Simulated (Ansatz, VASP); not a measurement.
One calculation of ScAl4N, two programs

INCAR

```
SYSTEM = ScAl4N
  PREC = Accurate
  ENCUT = 600
  EDIFF = 1E-6
  ISMEAR = 0
  SIGMA = 0.1
  LREAL = .False.
  LASPH = .True.
  NELM = 100
  ALGO = Normal
  ISIF = 3
  LWAVE = .False.
  LCHARG = .False.
  GGA = PE
  IBRION = 2
  NSW = 90
  EDIFFG = -0.04
```

File KPOINTS:

```
regular mesh
0
Gamma
  6 6 6
  0 0 0
```

POSCAR

```
ScAl4N
1.0
    2.4487124400      1.4137647900      4.3024211500
   -2.4487124400      1.4137647900      4.3024211500
    0.0000000000     -2.8275295700      4.3024211500
Sc Al N
1 4 1
Direct
    0.0002918800      0.0002918800      0.0002918800
    0.3691721000      0.8675298100      0.3691721000
    0.3691721000      0.3691721000      0.8675298100
    0.8675298100      0.3691721000      0.3691721000
    0.7721425900      0.7721425900      0.7721425900
    0.3716915200      0.3716915200      0.3716915200
```

Input for Ansatz:

```yaml
crystal:
  lattice:
    - [2.44871244, 1.41376479, 4.30242115]
    - [-2.44871244, 1.41376479, 4.30242115]
    - [0.0, -2.82752957, 4.30242115]
  atoms:
    - { symbol: Sc, position: [0.00029188, 0.00029188, 0.00029188] }
    - { symbol: Al, position: [0.3691721, 0.86752981, 0.3691721] }
    - { symbol: Al, position: [0.3691721, 0.3691721, 0.86752981] }
    - { symbol: Al, position: [0.86752981, 0.3691721, 0.3691721] }
    - { symbol: Al, position: [0.77214259, 0.77214259, 0.77214259] }
    - { symbol: "N", position: [0.37169152, 0.37169152, 0.37169152] }
basis:
  ecutwfc: 420
kpoints:
  mp_grid: { grid: [6, 6, 6] }
hamiltonian:
  xc: pbe
scf:
  occupations: { method: gaussian, width: 0.1 }
  lower_state_search: "off"
output:
  forces: true
  stress: true
  eigenvalues: true
relax:
  adjacent_minimum: "off"
  f_tol: 0.04
  max_steps: 70
  cell: { stress_tol: 0.4 }
```

Change from the starting cell: species swapped into the SmCu4Pd type (R3m, No. 160).

Alike in both runs: task relaxation of cell and atoms; functional PBE; k mesh 6 × 6 × 6; occupations gaussian, width 0.1 eV; no spin polarisation.

|  | VASP | Ansatz |
| --- | --- | --- |
| version | VASP 6.6.1 | Ansatz 0.2.0 |
| potentials or method | VASP PAW PBE potentials, release 64 (Sc_sv, Al, N), cutoff 600 eV | scalar-relativistic, plane waves, PAW |
| valence electrons in the cell | 28 | 28 |

Ansatz gave:

* gap on the k mesh at the Fermi level, each at its own relaxed structure (eV): none
* relaxed volume (Å³/atom): 16.51
* relaxed cell length with the largest relative difference (Å): 5.035

Which values does VASP return?

gap on the k mesh at the Fermi level, each at its own relaxed structure (eV): none; relaxed volume (Å³/atom): 16.60; relaxed cell length with the largest relative difference (Å): 5.049.

A gap of «none» marks a metal or a gap that the smearing closes.
